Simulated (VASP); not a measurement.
# PtSe2 (P-3m1) in VASP: settings compared, part 2 of 2

VASP 6.6.1.

## (4) Relaxation of cell and atoms, PBE+D4

This run uses another cell than the first one, of 19.82 Å³/atom, 0.936 times its volume.

File INCAR:

```
SYSTEM = PtSe2
  PREC = Accurate
  ENCUT = 600
  EDIFF = 1E-6
  ISMEAR = -1
  SIGMA = 0.02
  LREAL = .FALSE.
  LASPH = .TRUE.
  NELM = 100
  ALGO = Normal
  ISIF = 3
  LWAVE = .FALSE.
  LCHARG = .FALSE.
  GGA = PE
  IVDW = 13
  IBRION = 2
  NSW = 80
  EDIFFG = -0.005
```

File KPOINTS:

```
Automatic mesh
0
G
  12 12 6
  0 0 0
```

File POSCAR:

```
PtSe2
1.0
    3.7715575124      0.0000000000      0.0000000000
   -1.8857787562      3.2662646176      0.0000000000
    0.0000000000      0.0000000000      4.8273830646
Pt Se
1 2
Direct
    0.0000000000      0.0000000000      0.0000000000
    0.3333333333      0.6666666667      0.2650518669
    0.6666666667      0.3333333333      0.7349481331
```

Potentials or basis: VASP PAW PBE potentials, release 64 (Pt, Se).

Started as:

```console
$ cat potpaw_PBE.64/Pt/POTCAR potpaw_PBE.64/Se/POTCAR > POTCAR
$ mpirun -np 1 vasp_std > vasp.out
```

OUTCAR:

```text
SYSTEM = PtSe2
   PREC = Accurate
   ENCUT = 600
   EDIFF = 1E-6
   ISMEAR = -1
   LREAL = .FALSE.
   LASPH = .TRUE.
   NELM = 100
   ISIF = 3
   GGA = PE
   IVDW = 13
   IBRION = 2
   NSW = 80
   EDIFFG = -0.005

 ion  position               nearest neighbor table
   1  0.000  0.000  0.000-   2 2.53   3 2.53   3 2.53   2 2.53   3 2.53   2 2.53
   2  0.333  0.667  0.265-   1 2.53   1 2.53   1 2.53
   3  0.667  0.333  0.735-   1 2.53   1 2.53   1 2.53

  LATTYP: Found a hexagonal cell.
 ALAT       =     3.7715575124
 C/A-ratio  =     1.2799441739

  Lattice vectors:

 A1 = (   3.7715575124,   0.0000000000,   0.0000000000)
 A2 = (  -1.8857787562,   3.2662646176,   0.0000000000)
 A3 = (   0.0000000000,   0.0000000000,   4.8273830646)

Analysis of symmetry for initial positions (statically):
=====================================================================
 Subroutine PRICEL returns:
 Original cell was already a primitive cell.

 Routine SETGRP: Setting up the symmetry group for a
 hexagonal supercell.

 Subroutine GETGRP returns: Found 12 space group operations
 (whereof 12 operations were pure point group operations)
 out of a pool of 24 trial point group operations.

The static configuration has the point symmetry D_3d.

Analysis of symmetry for dynamics (positions and initial velocities):
=====================================================================
 Subroutine PRICEL returns:
 Original cell was already a primitive cell.

 Routine SETGRP: Setting up the symmetry group for a
 hexagonal supercell.

 Subroutine GETGRP returns: Found 12 space group operations
 (whereof 12 operations were pure point group operations)
 out of a pool of 24 trial point group operations.

The dynamic configuration has the point symmetry D_3d.

 Subroutine INISYM returns: Found 12 space group operations
 (whereof 12 operations are pure point group operations),
 and found     1 'primitive' translations

----------------------------------------------------------------------------------------

                                     Primitive cell

  volume of cell :      59.4681

  direct lattice vectors                    reciprocal lattice vectors
     3.771557512  0.000000000  0.000000000     0.265142450  0.153080065  0.000000000
    -1.885778756  3.266264618  0.000000000     0.000000000  0.306160130  0.000000000
     0.000000000  0.000000000  4.827383065     0.000000000  0.000000000  0.207151574

  length of vectors
     3.771557512  3.771557512  4.827383065     0.306160130  0.306160130  0.207151574

  position of ions in fractional coordinates (direct lattice)
     0.000000000  0.000000000  0.000000000
     0.333333333  0.666666667  0.265051867
     0.666666667  0.333333333  0.734948133

  ion indices of the primitive-cell ions
   primitive index   ion index
                 1           1
                 2           2
                 3           3

----------------------------------------------------------------------------------------

 KPOINTS: Automatic mesh

Automatic generation of k-mesh.
 Grid dimensions read from file:
 generate k-points for:   12   12    6

 Generating k-lattice:

  Cartesian coordinates                     Fractional coordinates (reciprocal lattice)
     0.022095204  0.012756672  0.000000000     0.083333333 -0.000000000  0.000000000
     0.000000000  0.025513344  0.000000000     0.000000000  0.083333333  0.000000000
     0.000000000  0.000000000  0.034525262     0.000000000  0.000000000  0.166666667

  Length of vectors
     0.025513344  0.025513344  0.034525262

  Shift w.r.t. Gamma in fractional coordinates (k-lattice)
     0.000000000  0.000000000  0.000000000

 Subroutine IBZKPT returns following result:
 ===========================================

 Found    100 irreducible k-points:

 Following reciprocal coordinates:
            Coordinates               Weight
  0.000000  0.000000  0.000000      1.000000
  0.083333 -0.000000  0.000000      6.000000
  0.166667  0.000000  0.000000      6.000000
  0.250000 -0.000000  0.000000      6.000000
  0.333333 -0.000000  0.000000      6.000000
  0.416667 -0.000000  0.000000      6.000000
[... 16 lines left out ...]
  0.166667  0.000000  0.166667      6.000000
  0.000000  0.166667  0.166667      6.000000
 [... further k-points ...]
   k-points           NKPTS =    100   k-points in BZ     NKDIM =    100   number of bands    NBANDS=     15
   number of dos      NEDOS =    301   number of ions     NIONS =      3
   total plane-waves  NPLWV =  36000
   dimension x,y,z NGX =    30 NGY =   30 NGZ =   40
   dimension x,y,z NGXF=    60 NGYF=   60 NGZF=   80
   ions per type =               1   2
   NGX,Y,Z   is equivalent  to a cutoff of  13.22, 13.22, 13.78 a.u.
   NGXF,Y,Z  is equivalent  to a cutoff of  26.45, 26.45, 27.55 a.u.
 SYSTEM =  PtSe2
   PREC   = accura    normal or accurate (medium, high low for compatibility)
   ISTART =      0    job   : 0-new  1-cont  2-samecut
   ICHARG =      2    charge: 1-file 2-atom 10-const
   ISPIN  =      1    spin polarized calculation?
   LNONCOLLINEAR =      F non collinear calculations
   LSORBIT =      F    spin-orbit coupling
   LASPH  =      T    aspherical Exc in radial PAW
   ENCUT  =  600.0 eV  44.10 Ry    6.64 a.u.   7.53  7.53  9.64*2*pi/ulx,y,z
   NELM   =    100;   NELMIN=  2; NELMDL= -5     # of ELM steps
   EDIFF  = 0.1E-05   stopping-criterion for ELM
   LREAL  =      F    real-space projection
   EDIFFG = -.5E-02   stopping-criterion for IOM
   NSW    =     80    number of steps for IOM
   IBRION =      2    ionic relax: 0-MD 1-quasi-New 2-CG
   NFREE  =      1    steps in history (QN), initial steepest desc. (CG)
   ISIF   =      3    stress and relaxation
   ISYM   =      2    0-nonsym 1-usesym 2-fastsym
   POTIM  = 0.5000    time-step for ionic-motion
   TEBEG  =    0.0;   TEEND  =   0.0 temperature during run
   PSTRESS=    0.0 pullay stress
   NELECT =      22.0000    total number of electrons
   NUPDOWN=      -1.0000    fix difference up-down
   EMIN   =  10.00;   EMAX   =-10.00  energy-range for DOS
   EFERMI =   0.00;   METHOD = LEGACY
   ISMEAR =    -1;   SIGMA  =   0.02  broadening in eV -4-tet -1-fermi 0-gaus
   EFERMI_NEDOS =   21; number of points for ismear=-14 and -15
   IALGO  =     38    algorithm
   IMIX   =      4    mixing-type and parameters
     AMIX     =   0.40;   BMIX     =  1.00
     AMIX_MAG =   1.60;   BMIX_MAG =  1.00
  volume/ion in A,a.u.               =      19.82       133.77
  Fermi-wavevector in a.u.,A,eV,Ry     =   1.175225  2.220854 18.791745  1.381154
  Thomas-Fermi vector in A             =   2.311609
   LORBIT       =      0    0 simple, 1 ext, 2 COOP (PROOUT), +10 PAW based schemes
   GGA     = PE    functional components
   LHFCALC =     F    Hartree Fock is set to
   AEXX    =    0.0000 exact exchange contribution
   IVDW    =    13    specifies the selected vdW correction
   LEPSILON=     F    determine dielectric tensor
   LRPA    =     F    only Hartree local field effects (RPA)
 conjugate gradient relaxation of ions
 non-spin polarized calculation
  energy-cutoff  :      600.00
  volume of cell :       59.47
 maximum number of plane-waves:      2004
   NGX = 15   NGY = 15   NGZ = 19

--------------------------------------- Ionic step        1  -------------------------------------------

 number of electron      22.0000002 magnetization

 Free energy of the ion-electron system (eV)
  ---------------------------------------------------
  ext. energy  EPLUGINS =         0.00000000
  ---------------------------------------------------
  free energy    TOTEN  =       -14.19827867 eV

  energy without entropy =      -14.19679172  energy(sigma->0) =      -14.19753520

------------------------ aborting loop because EDIFF is reached ----------------------------------------

  DFT-D4 for vdW energy calculation

  Edisp (eV):   -1.53845
[... 237 lines left out ...]
--------------------------------------- Ionic step        7  -------------------------------------------

 number of electron      22.0000002 magnetization

 Free energy of the ion-electron system (eV)
  ---------------------------------------------------
  ext. energy  EPLUGINS =         0.00000000
  ---------------------------------------------------
  free energy    TOTEN  =       -14.19827877 eV

  energy without entropy =      -14.19680388  energy(sigma->0) =      -14.19754132

 E-fermi :   6.7243     XC(G=0): -10.8179

 val. band max:        6.7215365713   @ k =   0.0000   0.0000   0.1667
 cond. band min:       6.7355655364   @ k =   0.3333   0.2500   0.0000
 fundamental gap:      0.0140289651
 Fermi energy:         6.7243133510

 k-point     1 :       0.0000    0.0000    0.0000
  band No.  band energies     occupation
      1      -8.9594      2.00000
      2      -5.8746      2.00000
      3      -0.4114      2.00000
      4       0.4835      2.00000
      5       0.4835      2.00000
      6       2.9156      2.00000
      7       2.9156      2.00000
      8       4.2268      2.00000
      9       5.6950      2.00000
     10       5.6950      2.00000
     11       7.4753      0.00000
     12       7.7665      0.00000
     13       7.7665      0.00000
     14      10.0666      0.00000
[... 401 lines left out ...]
      2      -6.2747      2.00000
      3      -0.0507      2.00000
      4       0.6242      2.00000
      5       1.0956      2.00000
      6       2.1910      2.00000
      7       2.7727      2.00000
      8       3.6003      2.00000
      9       4.8257      2.00000
     10       5.6305      2.00000
     11       6.9182      0.00012
     12       7.4618      0.00000
     13       7.7116      0.00000
     14      11.3182      0.00000
     15      11.8210      0.00000

 [... further k-points ...]

------------------------ aborting loop because EDIFF is reached ----------------------------------------

  DFT-D4 for vdW energy calculation

  Edisp (eV):   -1.53853
[... 26 lines left out ...]
  FREE ENERGIE OF THE ION-ELECTRON SYSTEM (eV)
  ---------------------------------------------------
  free  energy   TOTEN  =       -15.7368049012 eV

  energy  without entropy=      -15.7353300040  energy(sigma->0) =      -15.73606745

 reached required accuracy - stopping structural energy minimisation
```

OSZICAR:

```text
N       E                     dE             d eps       ncg     rms          rms(c)
DAV:   1     0.127435464678E+03    0.12744E+03   -0.11118E+04  3000   0.146E+03
DAV:   2    -0.918781242706E+01   -0.13662E+03   -0.13317E+03  3828   0.253E+02
DAV:   3    -0.148841368758E+02   -0.56963E+01   -0.56378E+01  3826   0.537E+01
[... 42 lines left out ...]
   6 F= -.15736804E+02 E0= -.15736067E+02  d E =-.297427E-04
       N       E                     dE             d eps       ncg     rms          rms(c)
DAV:   1    -0.141982809223E+02   -0.22054E-03   -0.14343E-04  3000   0.902E-02    0.982E-03
DAV:   2    -0.141982792542E+02    0.16681E-05   -0.13515E-05  3392   0.369E-02    0.534E-03
DAV:   3    -0.141982787721E+02    0.48203E-06   -0.95261E-07  1668   0.104E-02
   7 F= -.15736805E+02 E0= -.15736067E+02  d E =-.308157E-04
```

CONTCAR:

```text
PtSe2
   1.00000000000000
     3.7713150459263995   -0.0000000000000000    0.0000000000000000
    -1.8856575229631998    3.2660546354742914   -0.0000000000000000
     0.0000000000000000   -0.0000000000000000    4.8282845417505884
  Pt              Se
     1     2
Direct
     0.0000000000000000    0.0000000000000000    0.0000000000000000
     0.3333333332999970    0.6666666667000030    0.2655662133329034
     0.6666666667000030    0.3333333332999970    0.7344337866670967

  0.00000000E+00  0.00000000E+00  0.00000000E+00
  0.00000000E+00  0.00000000E+00  0.00000000E+00
  0.00000000E+00  0.00000000E+00  0.00000000E+00
```

Wall time 4.7 min (1 thread of Intel Xeon 6975P-C, shared host); peak memory 0.28 GiB.

Results:

```
Free energy                : -15.7368 eV
Energy gained by relaxing  : 0.0 meV/atom
Ionic steps                : 7
Pressure after relaxing    : 0.0 GPa
Band gap on the k mesh     : zero (band 11 reaches 7.48 eV, above the bottom of band 12 at 6.67 eV)
Dispersion energy per atom : -0.513 eV
```

Final structure:
```
Pt Se
1.0
     3.77132    0.00000    0.00000
    -1.88566    3.26605    0.00000
     0.00000    0.00000    4.82828
Pt Se
1 2
Cartesian
  0.0000 0.0000 0.0000
  0.0000 2.1774 1.2822
  1.8857 1.0887 3.5461
```

Caveat: spin-orbit coupling is left out, which moves the levels of the heavy elements; pairwise dispersion overbinds metals, which lowers pressure and volume.

## (5) The runs side by side

| task | level | cell | cutoff (eV) | gap on the mesh (eV) | pressure (GPa) | largest force (eV/Å) |
| --- | --- | --- | --- | --- | --- | --- |
| single point | r2SCAN+rVV10 | a = 3.729, b = 3.729, c = 5.277 Å, angles 90.0, 90.0, 120.0°, 3 atoms | 520 | none | 0.5 | 0.04 |
| single point | r2SCAN | a = 3.729, b = 3.729, c = 5.277 Å, angles 90.0, 90.0, 120.0°, 3 atoms | 520 | none | 1.4 | 0.02 |
| relaxation of cell and atoms | PBE+D4 | relaxed from a = 3.772, b = 3.772, c = 4.827 Å, angles 90.0, 90.0, 120.0°, 3 atoms | 600 | none | 0.0 | - |

Alike in all rows: potentials or basis VASP PAW PBE potentials, release 64 (Pt, Se); no spin polarisation; k mesh 12 × 12 × 6; smearing fermi-dirac 0.02 eV.

Caveats: spin-orbit coupling is left out, which moves the levels of the heavy elements; the PAW data sets were made with another functional, which shifts forces and pressure a little (some runs); pairwise dispersion overbinds metals, which lowers pressure and volume (some runs).

Total energies depend on the potentials used, so only differences within one code and one set of settings carry meaning.
